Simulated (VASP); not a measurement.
# KC (P6_3/mmc) in VASP: single point with PBE

Aim: the single point of KC with PBE.

Everything below comes from runs of VASP 6.6.1. Logs are shortened: lines on timing, memory, paths and dates and some standing lists are left out, and cuts for length are marked.

### 1 The cell of the first run

The structure is hexagonal, space group P6_3/mmc (No. 194). Conventional cell: a = 5.107 Å, b = 5.107 Å, c = 5.903 Å, α = 90.00°, β = 90.00°, γ = 120.00°. Within 3.9 Å of K (site symmetry -6m2) lie 5 C at 2.95 Å. C (site symmetry -6m2) has 5 K at 2.95 Å within 3.9 Å.

The cell was built from a structure type or drawn by symmetry, and may not be a known phase.

### 2 Single point, PBE

File INCAR:

```
PREC = Accurate ; ENCUT = 520
EDIFF = 1E-7 ; ISMEAR = 0
SIGMA = 0.1 ; LREAL = F
LASPH = T ; NELM = 100
ALGO = Fast ; ISIF = 2
LWAVE = F ; LCHARG = F
GGA = PE ; NBANDS = 21
```

File KPOINTS:

```
Automatic mesh
0
Gamma
  12 12 8
```

File POSCAR:

```
KC
1.0
    5.1070967886      0.0000000000      0.0000000000
   -2.5535483943      4.4228755585      0.0000000000
    0.0000000000      0.0000000000      5.9031727540
K C
2 2
Direct
    0.3333333333      0.6666666667      0.2500000000
    0.6666666667      0.3333333333      0.7500000000
    0.3333333333      0.6666666667      0.7500000000
    0.6666666667      0.3333333333      0.2500000000
```

Potentials or basis: VASP PAW PBE potentials, release 64 (K_sv, C).

Run with:

```bash
> cat potpaw_PBE.64/K_sv/POTCAR potpaw_PBE.64/C/POTCAR > POTCAR
> mpirun -np 1 vasp_std > vasp.out
```

OUTCAR:

```text
PREC = Accurate
   ENCUT = 520
   EDIFF = 1E-7
   ISMEAR = 0
   LREAL = F
   LASPH = T
   NELM = 100
   ISIF = 2
   GGA = PE

 ion  position               nearest neighbor table
   1  0.333  0.667  0.250-
   2  0.667  0.333  0.750-
   3  0.333  0.667  0.750-
   4  0.667  0.333  0.250-

  LATTYP: Found a hexagonal cell.
 ALAT       =     5.1070967886
 C/A-ratio  =     1.1558764203

  Lattice vectors:

 A1 = (   5.1070967886,   0.0000000000,   0.0000000000)
 A2 = (  -2.5535483943,   4.4228755585,   0.0000000000)
 A3 = (   0.0000000000,   0.0000000000,   5.9031727540)

Analysis of symmetry for initial positions (statically):
=====================================================================
 Subroutine PRICEL returns:
 Original cell was already a primitive cell.

 Routine SETGRP: Setting up the symmetry group for a
 hexagonal supercell.

 Subroutine GETGRP returns: Found 24 space group operations
 (whereof 12 operations were pure point group operations)
 out of a pool of 24 trial point group operations.

The static configuration has the point symmetry D_3d.
 The point group associated with its full space group is D_6h.

Analysis of symmetry for dynamics (positions and initial velocities):
=====================================================================
 Subroutine PRICEL returns:
 Original cell was already a primitive cell.

 Routine SETGRP: Setting up the symmetry group for a
 hexagonal supercell.

 Subroutine GETGRP returns: Found 24 space group operations
 (whereof 12 operations were pure point group operations)
 out of a pool of 24 trial point group operations.

The dynamic configuration has the point symmetry D_3d.
 The point group associated with its full space group is D_6h.

 Subroutine INISYM returns: Found 24 space group operations
 (whereof 12 operations are pure point group operations),
 and found     1 'primitive' translations

----------------------------------------------------------------------------------------

                                     Primitive cell

  volume of cell :     133.3412

  direct lattice vectors                    reciprocal lattice vectors
     5.107096789  0.000000000  0.000000000     0.195805962  0.113048625  0.000000000
    -2.553548394  4.422875559  0.000000000     0.000000000  0.226097250  0.000000000
     0.000000000  0.000000000  5.903172754     0.000000000  0.000000000  0.169400430

  length of vectors
     5.107096789  5.107096789  5.903172754     0.226097250  0.226097250  0.169400430

  position of ions in fractional coordinates (direct lattice)
     0.333333333  0.666666667  0.250000000
     0.666666667  0.333333333  0.750000000
     0.333333333  0.666666667  0.750000000
     0.666666667  0.333333333  0.250000000

  ion indices of the primitive-cell ions
   primitive index   ion index
                 1           1
                 2           2
                 3           3
                 4           4

----------------------------------------------------------------------------------------

 KPOINTS: Automatic mesh

Automatic generation of k-mesh.
 Grid dimensions read from file:
 generate k-points for:   12   12    8

 Generating k-lattice:

  Cartesian coordinates                     Fractional coordinates (reciprocal lattice)
     0.016317164  0.009420719  0.000000000     0.083333333  0.000000000  0.000000000
     0.000000000  0.018841437  0.000000000     0.000000000  0.083333333  0.000000000
     0.000000000  0.000000000  0.021175054     0.000000000  0.000000000  0.125000000

  Length of vectors
     0.018841437  0.018841437  0.021175054

  Shift w.r.t. Gamma in fractional coordinates (k-lattice)
     0.000000000  0.000000000  0.000000000

 Subroutine IBZKPT returns following result:
 ===========================================

 Found     95 irreducible k-points:

 Following reciprocal coordinates:
            Coordinates               Weight
  0.000000  0.000000  0.000000      1.000000
  0.083333 -0.000000  0.000000      6.000000
  0.166667 -0.000000  0.000000      6.000000
  0.250000 -0.000000  0.000000      6.000000
  0.333333  0.000000  0.000000      6.000000
  0.416667 -0.000000  0.000000      6.000000
[... 16 lines left out ...]
  0.250000 -0.000000  0.125000     12.000000
  0.333333  0.000000  0.125000     12.000000
 [... further k-points ...]
   k-points           NKPTS =     95   k-points in BZ     NKDIM =     95   number of bands    NBANDS=     21
   number of dos      NEDOS =    301   number of ions     NIONS =      4
   total plane-waves  NPLWV =  76800
   dimension x,y,z NGX =    40 NGY =   40 NGZ =   48
   dimension x,y,z NGXF=    80 NGYF=   80 NGZF=   96
   ions per type =               2   2
   NGX,Y,Z   is equivalent  to a cutoff of  13.02, 13.02, 13.52 a.u.
   NGXF,Y,Z  is equivalent  to a cutoff of  26.04, 26.04, 27.04 a.u.
 SYSTEM =  unknown system
   PREC   = accura    normal or accurate (medium, high low for compatibility)
   ISTART =      0    job   : 0-new  1-cont  2-samecut
   ICHARG =      2    charge: 1-file 2-atom 10-const
   ISPIN  =      1    spin polarized calculation?
   LNONCOLLINEAR =      F non collinear calculations
   LSORBIT =      F    spin-orbit coupling
   LASPH  =      T    aspherical Exc in radial PAW
   ENCUT  =  520.0 eV  38.22 Ry    6.18 a.u.   9.50  9.50 10.98*2*pi/ulx,y,z
   NELM   =    100;   NELMIN=  2; NELMDL= -5     # of ELM steps
   EDIFF  = 0.1E-06   stopping-criterion for ELM
   LREAL  =      F    real-space projection
   EDIFFG = 0.1E-05   stopping-criterion for IOM
   NSW    =      0    number of steps for IOM
   IBRION =     -1    ionic relax: 0-MD 1-quasi-New 2-CG
   NFREE  =      0    steps in history (QN), initial steepest desc. (CG)
   ISIF   =      2    stress and relaxation
   ISYM   =      2    0-nonsym 1-usesym 2-fastsym
   POTIM  = 0.5000    time-step for ionic-motion
   TEBEG  =    0.0;   TEEND  =   0.0 temperature during run
   PSTRESS=    0.0 pullay stress
   NELECT =      26.0000    total number of electrons
   NUPDOWN=      -1.0000    fix difference up-down
   EMIN   =  10.00;   EMAX   =-10.00  energy-range for DOS
   EFERMI =   0.00;   METHOD = LEGACY
   ISMEAR =     0;   SIGMA  =   0.10  broadening in eV -4-tet -1-fermi 0-gaus
   EFERMI_NEDOS =   21; number of points for ismear=-14 and -15
   IALGO  =     68    algorithm
   IMIX   =      4    mixing-type and parameters
     AMIX     =   0.40;   BMIX     =  1.00
     AMIX_MAG =   1.60;   BMIX_MAG =  1.00
  volume/ion in A,a.u.               =      33.34       224.96
  Fermi-wavevector in a.u.,A,eV,Ry     =   0.949317  1.793949 12.261604  0.901202
  Thomas-Fermi vector in A             =   2.077588
   LORBIT       =      0    0 simple, 1 ext, 2 COOP (PROOUT), +10 PAW based schemes
   GGA     = PE    functional components
   LHFCALC =     F    Hartree Fock is set to
   AEXX    =    0.0000 exact exchange contribution
   IVDW    =     0    specifies the selected vdW correction
   LEPSILON=     F    determine dielectric tensor
   LRPA    =     F    only Hartree local field effects (RPA)
 non-spin polarized calculation
 RMM-DIIS sequential band-by-band and
 Gauss-broadening in eV      SIGMA  =   0.10
  energy-cutoff  :      520.00
  volume of cell :      133.34
 maximum number of plane-waves:      3628
 NGX is ok and might be reduce to    40
   NGX = 19   NGY = 19   NGZ = 21

 number of electron      26.0000000 magnetization

 Free energy of the ion-electron system (eV)
  ---------------------------------------------------
  ext. energy  EPLUGINS =         0.00000000
  ---------------------------------------------------
  free energy    TOTEN  =        -8.78472309 eV

  energy without entropy =       -8.69985383  energy(sigma->0) =       -8.74228846

 E-fermi :  -1.1071     XC(G=0):  -6.7656

 val. band max:       -1.1086182424   @ k =   0.2500   0.0833   0.1250
 cond. band min:      -1.1070192381   @ k =   0.2500  -0.0000   0.3750
 fundamental gap:      0.0015990043
 Fermi energy:        -1.1070601952

 k-point     1 :       0.0000    0.0000    0.0000
  band No.  band energies     occupation
      1     -30.4860      2.00000
      2     -30.4634      2.00000
      3     -14.1132      2.00000
      4     -14.0358      2.00000
      5     -14.0358      2.00000
      6     -13.9641      2.00000
[... 13 lines left out ...]
     20       5.6868      0.00000
     21       6.5018      0.00000

 k-point     2 :       0.0833   -0.0000    0.0000
  band No.  band energies     occupation
      1     -30.4856      2.00000
      2     -30.4636      2.00000
      3     -14.1102      2.00000
      4     -14.0400      2.00000
      5     -14.0376      2.00000
      6     -13.9699      2.00000
[... 13 lines left out ...]
     20       5.7846      0.00000
     21       6.2981      0.00000

 k-point     3 :       0.1667   -0.0000    0.0000
  band No.  band energies     occupation
      1     -30.4843      2.00000
      2     -30.4644      2.00000
      3     -14.1014      2.00000
      4     -14.0512      2.00000
      5     -14.0422      2.00000
      6     -13.9855      2.00000
[... 13 lines left out ...]
     20       5.7132      0.00000
     21       6.1807      0.00000
[... 457 lines left out ...]
 k-point    23 :       0.2500   -0.0000    0.1250
  band No.  band energies     occupation
      1     -30.4818      2.00000
      2     -30.4663      2.00000
      3     -14.1104      2.00000
      4     -14.0449      2.00000
      5     -14.0431      2.00000
      6     -14.0242      2.00000
[... 13 lines left out ...]
     20       5.3552      0.00000
     21       5.9265      0.00000

 k-point    24 :       0.3333    0.0000    0.1250
  band No.  band energies     occupation
      1     -30.4798      2.00000
      2     -30.4677      2.00000
      3     -14.1156      2.00000
      4     -14.0535      2.00000
      5     -14.0504      2.00000
      6     -14.0332      2.00000
[... 13 lines left out ...]
     20       5.1403      0.00000
     21       6.2339      0.00000

 [... further k-points ...]

------------------------ aborting loop because EDIFF is reached ----------------------------------------

  FORCE on cell =-STRESS in cart. coord.  units (eV):
  Direction    XX          YY          ZZ          XY          YZ          ZX
  --------------------------------------------------------------------------------------
  -------------------------------------------------------------------------------------
  Total        0.0229928      0.0229928      0.0207028      0.0000000     -0.0000000     -0.0000000
  in kB        0.2762725      0.2762725      0.2487567      0.0000000     -0.0000000     -0.0000000
  external PRESSURE =       0.2671006 kB  Pullay stress =       0.0000000 kB

 VOLUME and BASIS-vectors are now :
 -----------------------------------------------------------------------------
  energy-cutoff  :      520.00
  volume of cell :      133.34
      direct lattice vectors                 reciprocal lattice vectors
     5.107096789  0.000000000  0.000000000     0.195805962  0.113048625  0.000000000
    -2.553548394  4.422875559  0.000000000     0.000000000  0.226097250  0.000000000
     0.000000000  0.000000000  5.903172754     0.000000000  0.000000000  0.169400430

 POSITION                                       TOTAL-FORCE (eV/Angst)
 -----------------------------------------------------------------------------------
     -0.00000      2.94858      1.47579        -0.000000     -0.000000      0.000000
      2.55355      1.47429      4.42738         0.000000      0.000000      0.000000
     -0.00000      2.94858      4.42738         0.000000      0.000000      0.000000
      2.55355      1.47429      1.47579        -0.000000     -0.000000      0.000000
 -----------------------------------------------------------------------------------
    total drift:                               -0.000000      0.000000     -0.000000

  FREE ENERGIE OF THE ION-ELECTRON SYSTEM (eV)
  ---------------------------------------------------
  free  energy   TOTEN  =        -8.7847230938 eV

  energy  without entropy=       -8.6998538259  energy(sigma->0) =       -8.74228846
```

Wall time 7.7 min (1 thread of Intel Xeon Platinum 8488C (Sapphire Rapids), shared host); peak memory 0.41 GiB.

What came out:

```
Free energy            : -8.7847 eV
Pressure               : 0.0 GPa
Band gap on the k mesh : zero (bands 13 and 14 overlap by 0.18 eV)
```
